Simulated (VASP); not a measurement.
# AlAs4 (P4/mmm) in VASP: notebook

AlAs4 is run at these levels: PBE; tasks: single point.

Program: VASP 6.6.1. These are calculated values, not measurements. Logs are shortened: lines on timing, memory, paths and dates and some standing lists are left out, and cuts for length are marked.

## (1) The cell of the first run

It takes space group P4/mmm (No. 123, tetragonal). Conventional cell: a = 4.752 Å, b = 4.752 Å, c = 5.322 Å, α = 90.00°, β = 90.00°, γ = 90.00°. Al (site symmetry 4/mmm) has 4 As at 2.38 Å within 3.1 Å. Within 3.1 Å of As (site symmetry mmm) lie 2 Al at 2.38 Å and 2 As at 2.66 Å. As (site symmetry mmm) has 6 As at 2.66 to 3.36 Å within 3.5 Å.

## (2) Single point, PBE

INCAR reads:

```
ALGO = Normal
EDIFF = 1E-6
ENCUT = 500
GGA = PE
GGA_COMPAT = F
ISIF = 2
ISMEAR = 0
LASPH = T
LCHARG = F
LREAL = F
LWAVE = F
NBANDS = 20
NELM = 120
PREC = Accurate
SIGMA = 0.2
```

KPOINTS reads:

```
k-points
0
Gamma
  4 4 3
```

POSCAR reads:

```
AlAs4
1.0
    4.7521086182      0.0000000000      0.0000000000
    0.0000000000      4.7521086182      0.0000000000
    0.0000000000      0.0000000000      5.3220972595
Al As
1 4
Direct
    0.0000000000      0.0000000000      0.0000000000
    0.5000000000      0.0000000000      0.0000000000
    0.0000000000      0.5000000000      0.0000000000
    0.5000000000      0.0000000000      0.5000000000
    0.0000000000      0.5000000000      0.5000000000
```

Potentials or basis: VASP PAW PBE potentials, release 64 (Al, As).

On the command line:

```console
cat potpaw_PBE.64/Al/POTCAR potpaw_PBE.64/As/POTCAR > POTCAR
mpirun -np 1 vasp_std > vasp.out
```

OUTCAR:

```text
EDIFF = 1E-6
   ENCUT = 500
   GGA = PE
   ISIF = 2
   ISMEAR = 0
   LASPH = T
   LREAL = F
   NELM = 120
   PREC = Accurate

 ion  position               nearest neighbor table
   1  0.000  0.000  0.000-   2 2.38   3 2.38   3 2.38   2 2.38
   2  0.500  0.000  0.000-   1 2.38   1 2.38   4 2.66   4 2.66
   3  0.000  0.500  0.000-   1 2.38   1 2.38   5 2.66   5 2.66
   4  0.500  0.000  0.500-   2 2.66   2 2.66
   5  0.000  0.500  0.500-   3 2.66   3 2.66

  LATTYP: Found a simple tetragonal cell.
 ALAT       =     4.7521086182
 C/A-ratio  =     1.1199443630

  Lattice vectors:

 A1 = (   4.7521086182,   0.0000000000,   0.0000000000)
 A2 = (   0.0000000000,   4.7521086182,   0.0000000000)
 A3 = (   0.0000000000,   0.0000000000,   5.3220972595)

Analysis of symmetry for initial positions (statically):
=====================================================================
 Subroutine PRICEL returns:
 Original cell was already a primitive cell.

 Routine SETGRP: Setting up the symmetry group for a
 simple tetragonal supercell.

 Subroutine GETGRP returns: Found 16 space group operations
 (whereof 16 operations were pure point group operations)
 out of a pool of 16 trial point group operations.

The static configuration has the point symmetry D_4h.

Analysis of symmetry for dynamics (positions and initial velocities):
=====================================================================
 Subroutine PRICEL returns:
 Original cell was already a primitive cell.

 Routine SETGRP: Setting up the symmetry group for a
 simple tetragonal supercell.

 Subroutine GETGRP returns: Found 16 space group operations
 (whereof 16 operations were pure point group operations)
 out of a pool of 16 trial point group operations.

The dynamic configuration has the point symmetry D_4h.

 Subroutine INISYM returns: Found 16 space group operations
 (whereof 16 operations are pure point group operations),
 and found     1 'primitive' translations

----------------------------------------------------------------------------------------

                                     Primitive cell

  volume of cell :     120.1865

  direct lattice vectors                    reciprocal lattice vectors
     4.752108618  0.000000000  0.000000000     0.210432900  0.000000000  0.000000000
     0.000000000  4.752108618  0.000000000     0.000000000  0.210432900  0.000000000
     0.000000000  0.000000000  5.322097259     0.000000000  0.000000000  0.187895852

  length of vectors
     4.752108618  4.752108618  5.322097259     0.210432900  0.210432900  0.187895852

  position of ions in fractional coordinates (direct lattice)
     0.000000000  0.000000000  0.000000000
     0.500000000  0.000000000  0.000000000
     0.000000000  0.500000000  0.000000000
     0.500000000  0.000000000  0.500000000
     0.000000000  0.500000000  0.500000000

  ion indices of the primitive-cell ions
   primitive index   ion index
                 1           1
                 2           2
                 3           3
                 4           4
                 5           5

----------------------------------------------------------------------------------------

 KPOINTS: k-points

Automatic generation of k-mesh.
 Grid dimensions read from file:
 generate k-points for:    4    4    3

 Generating k-lattice:

  Cartesian coordinates                     Fractional coordinates (reciprocal lattice)
     0.052608225  0.000000000  0.000000000     0.250000000  0.000000000  0.000000000
     0.000000000  0.052608225  0.000000000     0.000000000  0.250000000  0.000000000
     0.000000000  0.000000000  0.062631951     0.000000000  0.000000000  0.333333333

  Length of vectors
     0.052608225  0.052608225  0.062631951

  Shift w.r.t. Gamma in fractional coordinates (k-lattice)
     0.000000000  0.000000000  0.000000000

 Subroutine IBZKPT returns following result:
 ===========================================

 Found     12 irreducible k-points:

 Following reciprocal coordinates:
            Coordinates               Weight
  0.000000  0.000000  0.000000      1.000000
  0.250000  0.000000  0.000000      4.000000
  0.500000  0.000000  0.000000      2.000000
  0.250000  0.250000  0.000000      4.000000
  0.500000  0.250000  0.000000      4.000000
  0.500000  0.500000  0.000000      1.000000
  0.000000  0.000000  0.333333      2.000000
  0.250000  0.000000  0.333333      8.000000
  0.500000  0.000000  0.333333      4.000000
  0.250000  0.250000  0.333333      8.000000
  0.500000  0.250000  0.333333      8.000000
  0.500000  0.500000  0.333333      2.000000
   k-points           NKPTS =     12   k-points in BZ     NKDIM =     12   number of bands    NBANDS=     20
   number of dos      NEDOS =    301   number of ions     NIONS =      5
   total plane-waves  NPLWV =  51840
   dimension x,y,z NGX =    36 NGY =   36 NGZ =   40
   dimension x,y,z NGXF=    72 NGYF=   72 NGZF=   80
   ions per type =               1   4
   NGX,Y,Z   is equivalent  to a cutoff of  12.59, 12.59, 12.49 a.u.
   NGXF,Y,Z  is equivalent  to a cutoff of  25.19, 25.19, 24.99 a.u.
 SYSTEM =  unknown system
   PREC   = accura    normal or accurate (medium, high low for compatibility)
   ISTART =      0    job   : 0-new  1-cont  2-samecut
   ICHARG =      2    charge: 1-file 2-atom 10-const
   ISPIN  =      1    spin polarized calculation?
   LNONCOLLINEAR =      F non collinear calculations
   LSORBIT =      F    spin-orbit coupling
   LASPH  =      T    aspherical Exc in radial PAW
   ENCUT  =  500.0 eV  36.75 Ry    6.06 a.u.   8.66  8.66  9.70*2*pi/ulx,y,z
   NELM   =    120;   NELMIN=  2; NELMDL= -5     # of ELM steps
   EDIFF  = 0.1E-05   stopping-criterion for ELM
   LREAL  =      F    real-space projection
   EDIFFG = 0.1E-04   stopping-criterion for IOM
   NSW    =      0    number of steps for IOM
   IBRION =     -1    ionic relax: 0-MD 1-quasi-New 2-CG
   NFREE  =      0    steps in history (QN), initial steepest desc. (CG)
   ISIF   =      2    stress and relaxation
   ISYM   =      2    0-nonsym 1-usesym 2-fastsym
   POTIM  = 0.5000    time-step for ionic-motion
   TEBEG  =    0.0;   TEEND  =   0.0 temperature during run
   PSTRESS=    0.0 pullay stress
   NELECT =      23.0000    total number of electrons
   NUPDOWN=      -1.0000    fix difference up-down
   EMIN   =  10.00;   EMAX   =-10.00  energy-range for DOS
   EFERMI =   0.00;   METHOD = LEGACY
   ISMEAR =     0;   SIGMA  =   0.20  broadening in eV -4-tet -1-fermi 0-gaus
   EFERMI_NEDOS =   21; number of points for ismear=-14 and -15
   IALGO  =     38    algorithm
   IMIX   =      4    mixing-type and parameters
     AMIX     =   0.40;   BMIX     =  1.00
     AMIX_MAG =   1.60;   BMIX_MAG =  1.00
  volume/ion in A,a.u.               =      24.04       162.21
  Fermi-wavevector in a.u.,A,eV,Ry     =   0.943407  1.782780 12.109404  0.890016
  Thomas-Fermi vector in A             =   2.071111
   LORBIT       =      0    0 simple, 1 ext, 2 COOP (PROOUT), +10 PAW based schemes
   GGA     = PE    functional components
   LHFCALC =     F    Hartree Fock is set to
   AEXX    =    0.0000 exact exchange contribution
   IVDW    =     0    specifies the selected vdW correction
   LEPSILON=     F    determine dielectric tensor
   LRPA    =     F    only Hartree local field effects (RPA)
 non-spin polarized calculation
 Gauss-broadening in eV      SIGMA  =   0.20
  energy-cutoff  :      500.00
  volume of cell :      120.19
 maximum number of plane-waves:      3065
 NGX is ok and might be reduce to    36
   NGX = 17   NGY = 17   NGZ = 19

 number of electron      23.0000000 magnetization

 Free energy of the ion-electron system (eV)
  ---------------------------------------------------
  ext. energy  EPLUGINS =         0.00000000
  ---------------------------------------------------
  free energy    TOTEN  =       -20.20213890 eV

  energy without entropy =      -20.14369321  energy(sigma->0) =      -20.17291605

 E-fermi :   3.8660     XC(G=0):  -9.2705

 val. band max:        3.8254660319   @ k =   0.5000   0.0000   0.0000
 cond. band min:       4.0037516526   @ k =   0.5000   0.0000   0.0000
 fundamental gap:      0.1782856207
 Fermi energy:         3.8660093191

 k-point     1 :       0.0000    0.0000    0.0000
  band No.  band energies     occupation
      1      -9.5096      2.00000
      2      -7.0838      2.00000
      3      -5.7094      2.00000
      4      -3.3977      2.00000
      5      -1.8038      2.00000
      6      -1.0808      2.00000
[... 12 lines left out ...]
     19       8.4439      0.00000
     20       8.6764      0.00000

 k-point     2 :       0.2500    0.0000    0.0000
  band No.  band energies     occupation
      1      -9.2264      2.00000
      2      -7.5185      2.00000
      3      -5.4521      2.00000
      4      -3.8475      2.00000
      5      -1.5378      2.00000
      6      -1.1506      2.00000
[... 12 lines left out ...]
     19      10.0436      0.00000
     20      10.5549      0.00000

 k-point     3 :       0.5000    0.0000    0.0000
  band No.  band energies     occupation
      1      -8.5698      2.00000
      2      -8.3254      2.00000
      3      -4.8294      2.00000
      4      -4.6423      2.00000
      5      -1.1109      2.00000
      6      -0.9270      2.00000
[... 12 lines left out ...]
     19      10.0252      0.00000
     20      10.7315      0.00000

 k-point     4 :       0.2500    0.2500    0.0000
  band No.  band energies     occupation
      1      -8.9729      2.00000
      2      -7.7241      2.00000
      3      -5.2338      2.00000
      4      -4.0470      2.00000
      5      -2.5405      2.00000
      6      -1.3041      2.00000
[... 153 lines left out ...]
 k-point    11 :       0.5000    0.2500    0.3333
  band No.  band energies     occupation
      1      -7.9417      2.00000
      2      -7.7828      2.00000
      3      -6.0849      2.00000
      4      -6.0129      2.00000
      5      -2.8752      2.00000
      6       0.4354      2.00000
[... 12 lines left out ...]
     19       9.2462      0.00000
     20      10.7411      0.00000

 k-point    12 :       0.5000    0.5000    0.3333
  band No.  band energies     occupation
      1      -7.7209      2.00000
      2      -7.7209      2.00000
      3      -5.9499      2.00000
      4      -5.9499      2.00000
      5      -3.8430      2.00000
      6      -0.2493      2.00000
[... 12 lines left out ...]
     19       8.8662      0.00000
     20       9.9191      0.00000

------------------------ aborting loop because EDIFF is reached ----------------------------------------

  FORCE on cell =-STRESS in cart. coord.  units (eV):
  Direction    XX          YY          ZZ          XY          YZ          ZX
  --------------------------------------------------------------------------------------
  -------------------------------------------------------------------------------------
  Total        0.4919133      0.4919133      0.1543549      0.0000000      0.0000000     -0.0000000
  in kB        6.5575810      6.5575810      2.0576691      0.0000000      0.0000000     -0.0000000
  external PRESSURE =       5.0576104 kB  Pullay stress =       0.0000000 kB

 VOLUME and BASIS-vectors are now :
 -----------------------------------------------------------------------------
  energy-cutoff  :      500.00
  volume of cell :      120.19
      direct lattice vectors                 reciprocal lattice vectors
     4.752108618  0.000000000  0.000000000     0.210432900  0.000000000  0.000000000
     0.000000000  4.752108618  0.000000000     0.000000000  0.210432900  0.000000000
     0.000000000  0.000000000  5.322097259     0.000000000  0.000000000  0.187895852

 POSITION                                       TOTAL-FORCE (eV/Angst)
 -----------------------------------------------------------------------------------
      0.00000      0.00000      0.00000         0.000000      0.000000      0.000000
      2.37605      0.00000      0.00000         0.000000      0.000000      0.000000
      0.00000      2.37605      0.00000         0.000000      0.000000      0.000000
      2.37605      0.00000      2.66105         0.000000      0.000000      0.000000
      0.00000      2.37605      2.66105         0.000000      0.000000      0.000000
 -----------------------------------------------------------------------------------
    total drift:                                0.000000      0.000000     -0.000000

  FREE ENERGIE OF THE ION-ELECTRON SYSTEM (eV)
  ---------------------------------------------------
  free  energy   TOTEN  =       -20.2021388967 eV

  energy  without entropy=      -20.1436932106  energy(sigma->0) =      -20.17291605
```

It took 44 s on 1 thread of Intel Xeon 8259CL, shared host; peak memory 0.22 GiB.

Results:

```
Free energy : -20.2021 eV
Pressure    : 0.5 GPa
```

Caveat: the k points lie up to 0.39 Å⁻¹ apart.

## (3) Single point, PBE

This run uses another cell than the first one, of 33.25 Å³/atom, 1.383 times its volume.

INCAR reads:

```
SYSTEM = AlAs4
PREC = Accurate
ENCUT = 500
EDIFF = 1E-6
ISMEAR = 0
SIGMA = 0.2
LREAL = .FALSE.
LASPH = .TRUE.
NELM = 120
ALGO = Normal
ISIF = 2
LWAVE = .FALSE.
LCHARG = .FALSE.
GGA = PE
NBANDS = 20
GGA_COMPAT = .FALSE.
```

KPOINTS reads:

```
regular mesh
0
G
  3 3 4
  0 0 0
```

POSCAR reads:

```
AlAs4
1.0
    7.6851343943      0.0000000000      0.0000000000
    0.0000000000      7.6851343943      0.0000000000
    0.0000000000      0.0000000000      2.8147455064
Al As
1 4
Direct
    0.5000000000      0.5000000000      0.5000000000
    0.8531918824      0.5000000000      0.5000000000
    0.1468081176      0.5000000000      0.5000000000
    0.5000000000      0.8531918824      0.5000000000
    0.5000000000      0.1468081176      0.5000000000
```

Potentials or basis: VASP PAW PBE potentials, release 64 (Al, As).

On the command line:

```console
cat potpaw_PBE.64/Al/POTCAR potpaw_PBE.64/As/POTCAR > POTCAR
mpirun -np 1 vasp_std > vasp.out
```

OUTCAR:

```text
SYSTEM = AlAs4
   PREC = Accurate
   ENCUT = 500
   EDIFF = 1E-6
   ISMEAR = 0
   LREAL = .FALSE.
   LASPH = .TRUE.
   NELM = 120
   ISIF = 2
   GGA = PE

 ion  position               nearest neighbor table
   1  0.500  0.500  0.500-   2 2.71   3 2.71   4 2.71   5 2.71
   2  0.853  0.500  0.500-   3 2.26   1 2.71
   3  0.147  0.500  0.500-   2 2.26   1 2.71
   4  0.500  0.853  0.500-   5 2.26   1 2.71
   5  0.500  0.147  0.500-   4 2.26   1 2.71

  LATTYP: Found a simple tetragonal cell.
 ALAT       =     7.6851343943
 C/A-ratio  =     0.3662584624

  Lattice vectors:

 A1 = (   7.6851343943,   0.0000000000,   0.0000000000)
 A2 = (   0.0000000000,   7.6851343943,   0.0000000000)
 A3 = (   0.0000000000,   0.0000000000,   2.8147455064)

Analysis of symmetry for initial positions (statically):
=====================================================================
 Subroutine PRICEL returns:
 Original cell was already a primitive cell.

 Routine SETGRP: Setting up the symmetry group for a
 simple tetragonal supercell.

 Subroutine GETGRP returns: Found 16 space group operations
[... 154 lines left out ...]

 E-fermi :   1.3064     XC(G=0):  -7.3990

 val. band max:        1.2396447440   @ k =   0.3333   0.0000   0.0000
 cond. band min:       1.3144659360   @ k =   0.3333   0.3333   0.5000
 fundamental gap:      0.0748211920
 Fermi energy:         1.3064360132

 k-point     1 :       0.0000    0.0000    0.0000
  band No.  band energies     occupation
      1     -12.0940      2.00000
      2     -11.7829      2.00000
      3      -8.8114      2.00000
      4      -8.8114      2.00000
      5      -5.9652      2.00000
      6      -2.0056      2.00000
[... 196 lines left out ...]
     19       6.1192      0.00000
     20       6.2397      0.00000

------------------------ aborting loop because EDIFF is reached ----------------------------------------

  FORCE on cell =-STRESS in cart. coord.  units (eV):
  Direction    XX          YY          ZZ          XY          YZ          ZX
  --------------------------------------------------------------------------------------
  -------------------------------------------------------------------------------------
  Total        0.1618311      0.1618311     -0.6398789      0.0000000     -0.0000000     -0.0000000
  in kB        1.5596619      1.5596619     -6.1668918      0.0000000     -0.0000000     -0.0000000
  external PRESSURE =      -1.0158560 kB  Pullay stress =       0.0000000 kB

 VOLUME and BASIS-vectors are now :
 -----------------------------------------------------------------------------
  energy-cutoff  :      500.00
  volume of cell :      166.24
      direct lattice vectors                 reciprocal lattice vectors
     7.685134394  0.000000000  0.000000000     0.130121342  0.000000000  0.000000000
     0.000000000  7.685134394  0.000000000     0.000000000  0.130121342  0.000000000
     0.000000000  0.000000000  2.814745506     0.000000000  0.000000000  0.355271906

 POSITION                                       TOTAL-FORCE (eV/Angst)
 -----------------------------------------------------------------------------------
      3.84257      3.84257      1.40737         0.000000      0.000000     -0.000000
      6.55689      3.84257      1.40737        -0.131792      0.000000      0.000000
      1.12824      3.84257      1.40737         0.131792     -0.000000     -0.000000
      3.84257      6.55689      1.40737         0.000000     -0.131792      0.000000
      3.84257      1.12824      1.40737        -0.000000      0.131792     -0.000000
 -----------------------------------------------------------------------------------
    total drift:                                0.000000     -0.000000     -0.000000

  FREE ENERGIE OF THE ION-ELECTRON SYSTEM (eV)
  ---------------------------------------------------
  free  energy   TOTEN  =       -19.6529531106 eV

  energy  without entropy=      -19.5780671078  energy(sigma->0) =      -19.61551011
```

OSZICAR:

```text
N       E                     dE             d eps       ncg     rms          rms(c)
DAV:   1     0.892970362888E+02    0.89297E+02   -0.78029E+03   360   0.849E+02
DAV:   2    -0.113629489609E+02   -0.10066E+03   -0.98028E+02   484   0.139E+02
DAV:   3    -0.196218719707E+02   -0.82589E+01   -0.81746E+01   456   0.420E+01
DAV:   4    -0.197846159608E+02   -0.16274E+00   -0.16227E+00   484   0.680E+00
DAV:   5    -0.197881387534E+02   -0.35228E-02   -0.35219E-02   484   0.100E+00    0.433E+00
DAV:   6    -0.196898583178E+02    0.98280E-01   -0.79128E-02   420   0.131E+00    0.246E+00
DAV:   7    -0.196526371598E+02    0.37221E-01   -0.11611E-01   432   0.153E+00    0.271E-01
DAV:   8    -0.196527769350E+02   -0.13978E-03   -0.13748E-02   408   0.556E-01    0.112E-01
DAV:   9    -0.196529010910E+02   -0.12416E-03   -0.63597E-04   436   0.114E-01    0.726E-02
DAV:  10    -0.196530237466E+02   -0.12266E-03   -0.15949E-04   396   0.643E-02    0.170E-02
DAV:  11    -0.196529903704E+02    0.33376E-04   -0.85436E-05   400   0.456E-02    0.158E-02
DAV:  12    -0.196529560416E+02    0.34329E-04   -0.43114E-05   424   0.331E-02    0.555E-03
DAV:  13    -0.196529531542E+02    0.28874E-05   -0.22798E-06   376   0.779E-03    0.183E-03
DAV:  14    -0.196529531106E+02    0.43580E-07   -0.75530E-07   268   0.483E-03
   1 F= -.19652953E+02 E0= -.19615510E+02  d E =-.748860E-01
```

It took 67 s on 1 thread of Intel Xeon 8259CL, shared host; peak memory 0.25 GiB.

Results:

| Quantity | Value |
| --- | --- |
| Free energy | -19.6530 eV |
| Pressure | -0.1 GPa |
| Largest force | 0.132 eV/Å |

Forces in eV/Å, atoms in the order of the input:
```
Al   0.000  0.000  0.000
As  -0.132  0.000  0.000
As   0.132  0.000  0.000
As   0.000 -0.132  0.000
As   0.000  0.132  0.000
```

Levels at points of the mesh, in eV from the Fermi level:
| k point | band 9 | band 10 | band 11 | band 12 | band 13 | band 14 |
| --- | --- | --- | --- | --- | --- | --- |
| (0.00, 0.00, 0.00) | -1.56 | -0.51 | 0.04 | 0.04 | 1.06 | 3.50 |
| (0.00, 0.00, 0.50) | -2.70 | -1.32 | -0.93 | -0.44 | -0.44 | 1.00 |

Caveat: the k points lie up to 0.56 Å⁻¹ apart.
